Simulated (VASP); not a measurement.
A run of VASP 6.6.1:

File INCAR:

```
PREC     = Accurate       # precision mode
ENCUT    = 520            # plane-wave cutoff, eV
EDIFF    = 1E-7           # SCF threshold, eV
ISMEAR   = -1             # smearing method
SIGMA    = 0.02           # smearing width, eV
LREAL    = False          # projectors in reciprocal space
LASPH    = True           # aspherical terms in the spheres
NELM     = 60             # most SCF steps
ALGO     = Normal         # electronic algorithm
ISIF     = 2              # what is computed and relaxed
LWAVE    = False          # write WAVECAR
LCHARG   = True           # write CHGCAR
GGA      = PE             # functional
LELF     = True           # ELF
LVHAR    = True         
NBANDS   = 21             # bands
```

Contents of KPOINTS:

```
regular mesh
0
Gamma
  8 8 8
```

Contents of POSCAR:

```
Zn2C
1.0
   -0.0613551868      2.5165938403      2.5165938403
    2.5165938403     -0.0613551868      2.5165938403
    2.5165938403      2.5165938403     -0.0613551868
C Zn
1 2
Direct
    0.0000000000      0.0000000000      0.0000000000
    0.2505370555      0.2505370555      0.2505370555
    0.7494629445      0.7494629445      0.7494629445
```

Potentials or basis: VASP PAW PBE potentials, release 64 (C, Zn).

Run with:

```console
$ cat potpaw_PBE.64/C/POTCAR potpaw_PBE.64/Zn/POTCAR > POTCAR
$ mpirun -np 1 vasp_std > vasp.out
```

Hardware: 1 thread of Intel(R) Xeon(R) Platinum 8375C CPU @ 2.90GHz (Ice Lake), on a shared host.

Problem. Estimate the wall time of this run.

Solution. Wall time 40 s on 1 thread of Intel(R) Xeon(R) Platinum 8375C CPU @ 2.90GHz (Ice Lake) (shared host), peak memory 0.18 GiB. Counts: scf iterations 14, k points 65.
